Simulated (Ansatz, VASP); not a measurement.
**Two plane-wave programs on HfTi2Ge3**

```
Hf Ti Ge
1.0
    -1.90089    2.64848    5.48250
     1.90089   -2.64848    5.48250
     1.90089    2.64848   -5.48250
Hf Ti Ge
1 2 3
Cartesian
  0.0000 0.0000 0.0000
  0.0000 0.0000 7.2804
  0.0000 0.0000 3.6846
  0.0000 2.6485 3.5650
  1.9009 0.0000 1.9175
  0.0000 2.6485 0.0000
```

Alike in both runs: functional PBE; k mesh 5 × 5 × 5; occupations gaussian, width 0.2 eV; no spin polarisation.

Ansatz relaxed the structure, and its values are those at the end. VASP's run is a single point on that final structure, the one shown.

|  | VASP | Ansatz |
| --- | --- | --- |
| version | VASP 6.6.1 | Ansatz 0.2.0 |
| potentials or method | VASP PAW PBE potentials, release 64 (Hf_pv, Ti_sv, Ge_d), cutoff 500 eV | scalar-relativistic, plane waves, PAW |
| valence electrons in the cell | 76 | 92 |

|  | VASP | Ansatz | Ansatz less VASP |
| --- | --- | --- | --- |
| gap on the k mesh at the Fermi level (eV) | none | none | - |
| pressure (GPa) | 0.0 | 0.1 | +0.11 |
| rms of the force components (eV/Å) | 0.005 | 0.002 | -0.0021 |

A gap of «none» marks a metal or a gap that the smearing closes. With one functional, cell and mesh, what is left measures potentials, basis and numerics. VASP's potentials hold 76 valence electrons a cell and Ansatz's 92, so a difference there can come from the potentials and not from the codes.

The k mesh is coarse, so the values compare programs but aren't converged. Spin-orbit coupling is off throughout.
